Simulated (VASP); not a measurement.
# ZnSe (zincblende type) (F-43m) in VASP: further runs

The runs below take ZnSe (zincblende type) through relaxation of cell and atoms, with PBE.

All numbers are computed with VASP 6.6.1; they aren't measurements. Logs are shortened: lines on timing, memory, paths and dates and some standing lists are left out, and cuts for length are marked.

## (1) The cell of the first run

It takes space group F-43m (No. 216, cubic). Conventional cell: a = 5.338 Å, b = 5.338 Å, c = 5.338 Å, α = 90.00°, β = 90.00°, γ = 90.00°. Within 3.1 Å of Zn (site symmetry -43m) lie 4 Se at 2.31 Å. Within 3.1 Å of Se (site symmetry -43m) lie 4 Zn at 2.31 Å.

## (2) Relaxation of cell and atoms, PBE, target pressure 15 GPa, at which the enthalpy is minimised

Input file INCAR:

```
  PREC = Accurate
  ENCUT = 600
  EDIFF = 1E-6
  ISMEAR = -1
  SIGMA = 0.05
  LREAL = False
  LASPH = True
  NELM = 60
  ALGO = Normal
  ISIF = 3
  LWAVE = False
  LCHARG = False
  GGA = PE
  IBRION = 2
  NSW = 60
  EDIFFG = -0.005
  PSTRESS = 150.0
```

Input file KPOINTS:

```
regular mesh
0
Gamma
  12 12 12
```

Input file POSCAR:

```
ZnSe
1.0
    0.0000000000      2.6692057392      2.6692057392
    2.6692057392      0.0000000000      2.6692057392
    2.6692057392      2.6692057392      0.0000000000
Zn Se
1 1
Direct
    0.0000000000      0.0000000000      0.0000000000
    0.2500000000      0.2500000000      0.2500000000
```

Potentials or basis: VASP PAW PBE potentials, release 64 (Zn, Se).

The run is started by

```sh
$ cat potpaw_PBE.64/Zn/POTCAR potpaw_PBE.64/Se/POTCAR > POTCAR
$ mpirun -np 1 vasp_std > vasp.out
```

OUTCAR:

```text
PREC = Accurate
   ENCUT = 600
   EDIFF = 1E-6
   ISMEAR = -1
   LREAL = False
   LASPH = True
   NELM = 60
   ISIF = 3
   GGA = PE
   IBRION = 2
   NSW = 60
   EDIFFG = -0.005
   PSTRESS = 150.0

 ion  position               nearest neighbor table
   1  0.000  0.000  0.000-   2 2.31   2 2.31   2 2.31   2 2.31
   2  0.250  0.250  0.250-   1 2.31   1 2.31   1 2.31   1 2.31

  LATTYP: Found a face centered cubic cell.
 ALAT       =     5.3384114784

  Lattice vectors:

 A1 = (   0.0000000000,   2.6692057392,   2.6692057392)
 A2 = (   2.6692057392,   0.0000000000,   2.6692057392)
 A3 = (   2.6692057392,   2.6692057392,   0.0000000000)

Analysis of symmetry for initial positions (statically):
=====================================================================
 Subroutine PRICEL returns:
 Original cell was already a primitive cell.

 Routine SETGRP: Setting up the symmetry group for a
 face centered cubic supercell.

 Subroutine GETGRP returns: Found 24 space group operations
 (whereof 24 operations were pure point group operations)
 out of a pool of 48 trial point group operations.

The static configuration has the point symmetry T_d .

Analysis of symmetry for dynamics (positions and initial velocities):
=====================================================================
 Subroutine PRICEL returns:
 Original cell was already a primitive cell.

 Routine SETGRP: Setting up the symmetry group for a
 face centered cubic supercell.

 Subroutine GETGRP returns: Found 24 space group operations
 (whereof 24 operations were pure point group operations)
 out of a pool of 48 trial point group operations.

The dynamic configuration has the point symmetry T_d .

 Subroutine INISYM returns: Found 24 space group operations
 (whereof 24 operations are pure point group operations),
 and found     1 'primitive' translations

----------------------------------------------------------------------------------------

                                     Primitive cell

  volume of cell :      38.0344

  direct lattice vectors                    reciprocal lattice vectors
     0.000000000  2.669205739  2.669205739    -0.187321641  0.187321641  0.187321641
     2.669205739  0.000000000  2.669205739     0.187321641 -0.187321641  0.187321641
     2.669205739  2.669205739  0.000000000     0.187321641  0.187321641 -0.187321641

  length of vectors
     3.774826957  3.774826957  3.774826957     0.324450600  0.324450600  0.324450600

  position of ions in fractional coordinates (direct lattice)
     0.000000000  0.000000000  0.000000000
     0.250000000  0.250000000  0.250000000

  ion indices of the primitive-cell ions
   primitive index   ion index
                 1           1
                 2           2

----------------------------------------------------------------------------------------

 KPOINTS: regular mesh

Automatic generation of k-mesh.
 Grid dimensions read from file:
 generate k-points for:   12   12   12

 Generating k-lattice:

  Cartesian coordinates                     Fractional coordinates (reciprocal lattice)
    -0.015610137  0.015610137  0.015610137     0.083333333  0.000000000  0.000000000
     0.015610137 -0.015610137  0.015610137     0.000000000  0.083333333  0.000000000
     0.015610137  0.015610137 -0.015610137     0.000000000  0.000000000  0.083333333

  Length of vectors
     0.027037550  0.027037550  0.027037550

  Shift w.r.t. Gamma in fractional coordinates (k-lattice)
     0.000000000  0.000000000  0.000000000

 Subroutine IBZKPT returns following result:
 ===========================================

 Found     72 irreducible k-points:

 Following reciprocal coordinates:
            Coordinates               Weight
  0.000000  0.000000  0.000000      1.000000
  0.083333  0.000000  0.000000      8.000000
  0.166667  0.000000  0.000000      8.000000
  0.250000  0.000000  0.000000      8.000000
  0.333333  0.000000  0.000000      8.000000
  0.416667  0.000000  0.000000      8.000000
[... 16 lines left out ...]
  0.500000  0.166667  0.000000     24.000000
 -0.416667  0.166667  0.000000     24.000000
 [... further k-points ...]
   k-points           NKPTS =     72   k-points in BZ     NKDIM =     72   number of bands    NBANDS=     13
   number of dos      NEDOS =    301   number of ions     NIONS =      2
   total plane-waves  NPLWV =  27000
   dimension x,y,z NGX =    30 NGY =   30 NGZ =   30
   dimension x,y,z NGXF=    60 NGYF=   60 NGZF=   60
   ions per type =               1   1
   NGX,Y,Z   is equivalent  to a cutoff of  13.21, 13.21, 13.21 a.u.
   NGXF,Y,Z  is equivalent  to a cutoff of  26.42, 26.42, 26.42 a.u.
 SYSTEM =  unknown system
   PREC   = accura    normal or accurate (medium, high low for compatibility)
   ISTART =      0    job   : 0-new  1-cont  2-samecut
   ICHARG =      2    charge: 1-file 2-atom 10-const
   ISPIN  =      1    spin polarized calculation?
   LNONCOLLINEAR =      F non collinear calculations
   LSORBIT =      F    spin-orbit coupling
   LASPH  =      T    aspherical Exc in radial PAW
   ENCUT  =  600.0 eV  44.10 Ry    6.64 a.u.   7.54  7.54  7.54*2*pi/ulx,y,z
   NELM   =     60;   NELMIN=  2; NELMDL= -5     # of ELM steps
   EDIFF  = 0.1E-05   stopping-criterion for ELM
   LREAL  =      F    real-space projection
   EDIFFG = -.5E-02   stopping-criterion for IOM
   NSW    =     60    number of steps for IOM
   IBRION =      2    ionic relax: 0-MD 1-quasi-New 2-CG
   NFREE  =      1    steps in history (QN), initial steepest desc. (CG)
   ISIF   =      3    stress and relaxation
   ISYM   =      2    0-nonsym 1-usesym 2-fastsym
   POTIM  = 0.5000    time-step for ionic-motion
   TEBEG  =    0.0;   TEEND  =   0.0 temperature during run
   PSTRESS=  150.0 pullay stress
   NELECT =      18.0000    total number of electrons
   NUPDOWN=      -1.0000    fix difference up-down
   EMIN   =  10.00;   EMAX   =-10.00  energy-range for DOS
   EFERMI =   0.00;   METHOD = LEGACY
   ISMEAR =    -1;   SIGMA  =   0.05  broadening in eV -4-tet -1-fermi 0-gaus
   EFERMI_NEDOS =   21; number of points for ismear=-14 and -15
   IALGO  =     38    algorithm
   IMIX   =      4    mixing-type and parameters
     AMIX     =   0.40;   BMIX     =  1.00
     AMIX_MAG =   1.60;   BMIX_MAG =  1.00
  volume/ion in A,a.u.               =      19.02       128.33
  Fermi-wavevector in a.u.,A,eV,Ry     =   1.275774  2.410863 22.144820  1.627598
  Thomas-Fermi vector in A             =   2.408467
   LORBIT       =      0    0 simple, 1 ext, 2 COOP (PROOUT), +10 PAW based schemes
   GGA     = PE    functional components
   LHFCALC =     F    Hartree Fock is set to
   AEXX    =    0.0000 exact exchange contribution
   IVDW    =     0    specifies the selected vdW correction
   LEPSILON=     F    determine dielectric tensor
   LRPA    =     F    only Hartree local field effects (RPA)
 conjugate gradient relaxation of ions
 non-spin polarized calculation
  energy-cutoff  :      600.00
  volume of cell :       38.03
 maximum number of plane-waves:      1303
   NGX = 15   NGY = 15   NGZ = 15

--------------------------------------- Ionic step        1  -------------------------------------------

 number of electron      18.0000001 magnetization

 Free energy of the ion-electron system (eV)
  ---------------------------------------------------
  ext. energy  EPLUGINS =         0.00000000
  ---------------------------------------------------
  free energy    TOTEN  =        -5.55751473 eV

  energy without entropy =       -5.55751473  energy(sigma->0) =       -5.55751473

 E-fermi :   4.2884     XC(G=0): -10.1681

 val. band max:        3.3344914834   @ k =   0.0000   0.0000   0.0000
 cond. band min:       5.4000034388   @ k =   0.0000   0.0000   0.0000
 fundamental gap:      2.0655119554
 Fermi energy:         4.2883715601

 k-point     1 :       0.0000    0.0000    0.0000
  band No.  band energies     occupation
      1     -11.2595      2.00000
      2      -4.0459      2.00000
      3      -4.0459      2.00000
      4      -4.0459      2.00000
      5      -3.4921      2.00000
      6      -3.4921      2.00000
      7       3.3345      2.00000
      8       3.3345      2.00000
      9       3.3345      2.00000
     10       5.4000      0.00000
     11       9.0143      0.00000
     12       9.0143      0.00000
     13       9.0143      0.00000

 k-point     2 :       0.0833    0.0000    0.0000
  band No.  band energies     occupation
      1     -11.1968      2.00000
      2      -4.0500      2.00000
      3      -4.0352      2.00000
      4      -4.0352      2.00000
      5      -3.4935      2.00000
      6      -3.4935      2.00000
      7       2.5428      2.00000
      8       3.2345      2.00000
      9       3.2345      2.00000
     10       5.9688      0.00000
     11       9.0224      0.00000
     12       9.1711      0.00000
     13       9.1711      0.00000
[... 479 lines left out ...]
 VOLUME and BASIS-vectors are now :
 -----------------------------------------------------------------------------
  energy-cutoff  :      600.00
  volume of cell :       39.57
      direct lattice vectors                 reciprocal lattice vectors
     0.000000000  2.704578425  2.704578425    -0.184871696  0.184871696  0.184871696
     2.704578425  0.000000000  2.704578425     0.184871696 -0.184871696  0.184871696
     2.704578425  2.704578425  0.000000000     0.184871696  0.184871696 -0.184871696

 POSITION                                       TOTAL-FORCE (eV/Angst)
 -----------------------------------------------------------------------------------
      0.00000      0.00000      0.00000         0.000000      0.000000     -0.000000
      1.35229      1.35229      1.35229        -0.000000     -0.000000      0.000000
 -----------------------------------------------------------------------------------
    total drift:                                0.000000      0.000000      0.000000

  FREE ENERGIE OF THE ION-ELECTRON SYSTEM (eV)
  ---------------------------------------------------
  free  energy   TOTEN  =        -5.7249655713 eV

  energy  without entropy=       -5.7249655712  energy(sigma->0) =       -5.72496557

  enthalpy is  TOTEN    =        -2.0206377784 eV   P V=        3.7043277929

--------------------------------------- Ionic step        5  -------------------------------------------

 number of electron      18.0000016 magnetization

 Free energy of the ion-electron system (eV)
  ---------------------------------------------------
  ext. energy  EPLUGINS =         0.00000000
  ---------------------------------------------------
  free energy    TOTEN  =        -5.72505921 eV

  energy without entropy =       -5.72505921  energy(sigma->0) =       -5.72505921

 E-fermi :   3.8508     XC(G=0):  -9.9772

 val. band max:        2.9227375711   @ k =   0.0000   0.0000   0.0000
 cond. band min:       4.8100304661   @ k =   0.0000   0.0000   0.0000
 fundamental gap:      1.8872928950
 Fermi energy:         3.8507780680

 k-point     1 :       0.0000    0.0000    0.0000
  band No.  band energies     occupation
      1     -11.3452      2.00000
      2      -4.2415      2.00000
      3      -4.2415      2.00000
      4      -4.2415      2.00000
      5      -3.7315      2.00000
      6      -3.7315      2.00000
      7       2.9227      2.00000
      8       2.9227      2.00000
      9       2.9227      2.00000
     10       4.8100      0.00000
     11       8.6404      0.00000
     12       8.6404      0.00000
     13       8.6404      0.00000

 k-point     2 :       0.0833    0.0000    0.0000
  band No.  band energies     occupation
      1     -11.2866      2.00000
      2      -4.2440      2.00000
      3      -4.2316      2.00000
      4      -4.2316      2.00000
      5      -3.7328      2.00000
      6      -3.7328      2.00000
      7       2.1452      2.00000
      8       2.8300      2.00000
      9       2.8300      2.00000
     10       5.3878      0.00000
     11       8.6285      0.00000
     12       8.7886      0.00000
     13       8.7886      0.00000
[... 365 lines left out ...]
 VOLUME and BASIS-vectors are now :
 -----------------------------------------------------------------------------
  energy-cutoff  :      600.00
  volume of cell :       39.57
      direct lattice vectors                 reciprocal lattice vectors
     0.000000000  2.704601115  2.704601115    -0.184870145  0.184870145  0.184870145
     2.704601115  0.000000000  2.704601115     0.184870145 -0.184870145  0.184870145
     2.704601115  2.704601115 -0.000000000     0.184870145  0.184870145 -0.184870145

 POSITION                                       TOTAL-FORCE (eV/Angst)
 -----------------------------------------------------------------------------------
      2.70460      0.00000      2.70460        -0.000000     -0.000000     -0.000000
      1.35230      1.35230      1.35230         0.000000      0.000000      0.000000
 -----------------------------------------------------------------------------------
    total drift:                                0.000000      0.000000      0.000000

  FREE ENERGIE OF THE ION-ELECTRON SYSTEM (eV)
  ---------------------------------------------------
  free  energy   TOTEN  =        -5.7250592130 eV

  energy  without entropy=       -5.7250592130  energy(sigma->0) =       -5.72505921

  enthalpy is  TOTEN    =        -2.0206381867 eV   P V=        3.7044210264

 reached required accuracy - stopping structural energy minimisation
```

It took 51 s on 1 thread of Intel Xeon 6975P-C (Granite Rapids), shared host; peak memory 0.21 GiB.

What came out:

```
Free energy                                            : -5.7251 eV
Relaxed volume                                         : 19.78 Å³/atom
Relaxed cell                                           : a = 3.825 Å, b = 3.825 Å, c = 3.825 Å, α = 60.00°, β = 60.00°, γ = 60.00°
Space group after relaxing (to 0.05 Å)                 : F-43m (No. 216)
Energy change on relaxing (the enthalpy is what falls) : -83.8 meV/atom
Ionic steps                                            : 5
Pressure after relaxing                                : 15.0 GPa
Band gap on the k mesh                                 : 1.89 eV, direct
```

Step by step:
```tsv
step	energy change (eV)	largest force (eV/Å)	pressure (GPa)	volume (Å³)
1	0.0000	0.0000	20.13	38.03
2	-0.3156	0.0000	9.94	41.48
3	-0.1704	0.0000	14.96	39.60
4	-0.1675	0.0000	15.09	39.57
5	-0.1675	0.0000	15.04	39.57
```

Final structure:
```
CELL_PARAMETERS angstrom
0.00000 2.70460 2.70460
2.70460 0.00000 2.70460
2.70460 2.70460 0.00000
ATOMIC_POSITIONS crystal
Zn 0.00000 0.00000 0.00000
Se 0.25000 0.25000 0.25000
```

Caveat: the cell is relaxed towards a set pressure, so the enthalpy falls and the energy may rise.

## (3) Relaxation of cell and atoms, PBE, target pressure 15 GPa, at which the enthalpy is minimised

This run uses another cell than the first one, of 19.72 Å³/atom, 1.037 times its volume.

Input file INCAR:

```
  ALGO = Normal
  EDIFF = 1E-7
  EDIFFG = -0.005
  ENCUT = 600
  GGA = PE
  IBRION = 2
  ISIF = 3
  ISMEAR = -1
  LASPH = T
  LCHARG = F
  LREAL = F
  LWAVE = F
  NELM = 100
  NSW = 32
  PREC = Accurate
  PSTRESS = 150.0
  SIGMA = 0.05
```

Input file KPOINTS:

```
k-points
0
Gamma
  12 12 12
```

Input file POSCAR:

```
ZnSe
1.0
    0.0000000000      2.7018907820      2.7018907820
    2.7018907820      0.0000000000      2.7018907820
    2.7018907820      2.7018907820      0.0000000000
Zn Se
1 1
Direct
    0.0000000000      0.0000000000      0.0000000000
    0.2500000000      0.2500000000      0.2500000000
```

Potentials or basis: VASP PAW PBE potentials, release 64 (Zn, Se).

The run is started by

```sh
$ cat potpaw_PBE.64/Zn/POTCAR potpaw_PBE.64/Se/POTCAR > POTCAR
$ mpirun -np 1 vasp_std > vasp.out
```

Wall time 34 s (1 thread of Intel Xeon 6975P-C (Granite Rapids), shared host); peak memory 0.21 GiB.

Results (log left out):

- Free energy: -5.7268 eV
- Relaxed volume: 19.79 Å³/atom
- Relaxed cell: a = 3.825 Å, b = 3.825 Å, c = 3.825 Å, α = 60.00°, β = 60.00°, γ = 60.00°
- Space group after relaxing (to 0.05 Å): F-43m (No. 216)
- Energy change on relaxing (the enthalpy is what falls): -6.4 meV/atom
- Ionic steps: 3
- Pressure after relaxing: 15.0 GPa
- Band gap on the k mesh: 1.89 eV, direct

Step by step:
| step | energy change (eV) | largest force (eV/Å) | pressure (GPa) | volume (Å³) |
| --- | --- | --- | --- | --- |
| 1 | 0.0000 | 0.0000 | 15.42 | 39.45 |
| 2 | -0.0274 | 0.0000 | 14.54 | 39.74 |
| 3 | -0.0128 | 0.0000 | 15.01 | 39.58 |

Final structure:
```yaml
crystal:
  lattice:
    - [0.00000, 2.70497, 2.70497]
    - [2.70497, 0.00000, 2.70497]
    - [2.70497, 2.70497, 0.00000]
  atoms:
    - { symbol: Zn, position: [0.00000, 0.00000, 0.00000] }
    - { symbol: Se, position: [0.25000, 0.25000, 0.25000] }
```

Levels at points of the mesh, in eV from the valence-band top:
```csv
k point,band 6,band 7,band 8,band 9,band 10,band 11,band 12,band 13
"(0.00, 0.00, 0.00)",-6.65,0.00,0.00,0.00,1.89,5.72,5.72,5.72
"(0.50, 0.00, 0.00)",-6.45,-6.20,-1.09,-1.09,2.78,6.31,6.31,8.86
"(0.50, 0.50, 0.00)",-6.42,-5.39,-2.74,-2.74,2.62,3.38,11.86,12.23
```

Caveat: the cell is relaxed towards a set pressure, so the enthalpy falls and the energy may rise. As with any semilocal functional, this PBE gap is likely too small.
